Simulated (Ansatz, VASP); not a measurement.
**Ta3RhN4 in VASP and in Ansatz**

```
CELL_PARAMETERS angstrom
2.99684 0.00000 0.00000
0.00000 2.99684 0.00000
0.00000 0.00000 9.98683
ATOMIC_POSITIONS crystal
Ta 0.50000 0.50000 0.79373
Ta 0.00000 0.00000 0.50000
Ta 0.50000 0.50000 0.20627
Rh 0.00000 0.00000 0.00000
N 0.00000 0.00000 0.28298
N 0.50000 0.50000 0.00000
N 0.00000 0.00000 0.71702
N 0.50000 0.50000 0.50000
```

Change from the starting cell: species swapped into the Mg3ZnO4 type (P4/mmm, No. 123).

Alike in both runs: functional PBE; k mesh 4 × 4 × 2; occupations gaussian, width 0.15 eV; collinear spin.

Ansatz relaxed the structure, and its values are those at the end. VASP's run is a single point on that final structure, the one shown.

|  | VASP | Ansatz |
| --- | --- | --- |
| version | VASP 6.6.1 | Ansatz 0.2.0 |
| potentials or method | VASP PAW PBE potentials, release 64 (Ta_pv, Rh_pv, N), cutoff 520 eV | scalar-relativistic, plane waves, PAW |
| valence electrons in the cell | 68 | 76 |

Ansatz gave:

| Quantity | Value |
| --- | --- |
| gap on the k mesh at the Fermi level (eV) | none |
| pressure (GPa) | 0.2 |
| rms of the force components (eV/Å) | 0.003 |
| net moment per atom (μB) | 0.00 |

Question: Which values does VASP return?

Answer: gap on the k mesh at the Fermi level (eV): none; pressure (GPa): 0.7; rms of the force components (eV/Å): 0.008; net moment per atom (μB): 0.00.

A gap of «none» marks a metal or a gap that the smearing closes. The functional is the same, so the differences come from potentials, cutoffs and numerics. VASP's potentials hold 68 valence electrons a cell and Ansatz's 76, so a difference there can come from the potentials and not from the codes. Ansatz's warnings: seeded moment not kept.

The k mesh is coarse, so the values compare programs but aren't converged. Neither program's run includes spin-orbit coupling.
